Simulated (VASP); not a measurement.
## Al2Cu: single point with r2SCAN

Al2Cu:

```
Al Cu
1.0
     2.88529    2.88529    0.00000
    -2.88529    2.88529    0.00000
     0.00000    0.00000    5.61946
Al Cu
4 2
Direct
  0.50000 0.00000 0.25000
  0.00000 0.50000 0.25000
  0.00000 0.50000 0.75000
  0.50000 0.00000 0.75000
  0.00000 0.00000 0.50000
  0.50000 0.50000 0.00000
```

This cell differs from its parent crystal: uniaxial strain along c: -2.0 %, then relaxed in part.

* Program: VASP 6.6.1
* Task: single point
* Functional: r2SCAN
* Potentials or basis: VASP PAW PBE potentials, release 64 (Al, Cu)
* Cutoff: 520 eV
* k mesh: 10 × 10 × 6
* Occupations: gaussian, width 0.1 eV
* Spin: no spin polarisation
* Dipole correction: no
* Further INCAR settings: ALGO = Normal; EDIFF = 1e-06; NBANDS = 26

The pressure is 0.7 GPa and the band gap on the k mesh is zero (bands 17 and 18 overlap by 4.21 eV).

Stress tensor (GPa, compression positive):
```
-0.13  0.00  0.00
 0.00 -0.13  0.00
 0.00  0.00  2.33
```

Levels at points of the mesh, in eV from the Fermi level:
| k point | band 14 | band 15 | band 16 | band 17 | band 18 | band 19 | band 20 | band 21 |
| --- | --- | --- | --- | --- | --- | --- | --- | --- |
| (0.00, 0.00, 0.00) | -2.29 | -2.29 | 0.37 | 1.65 | 2.93 | 2.95 | 2.95 | 3.17 |
| (0.50, 0.00, 0.00) | -3.02 | -2.66 | -2.66 | 0.19 | 0.19 | 2.52 | 2.52 | 4.82 |
| (0.50, 0.50, 0.00) | -3.96 | -2.20 | -2.20 | -1.99 | -1.99 | 0.71 | 0.71 | 1.81 |
| (0.00, 0.00, 0.50) | -0.68 | -0.68 | -0.68 | -0.25 | -0.25 | 1.10 | 1.10 | 2.84 |
| (0.50, 0.00, 0.50) | -4.13 | 0.48 | 0.48 | 0.72 | 0.72 | 3.05 | 3.05 | 3.15 |
| (0.50, 0.50, 0.50) | -3.78 | -3.78 | -3.78 | -2.56 | -2.56 | 4.71 | 4.71 | 4.71 |

It took 14 min on 1 thread of Intel Xeon 8259CL, on a shared host, peak memory 0.31 GiB.

Caveat: the cell differs from its parent crystal (uniaxial strain along c: -2.0 %, then relaxed in part); the PAW data sets were made with another functional, which shifts forces and pressure a little.
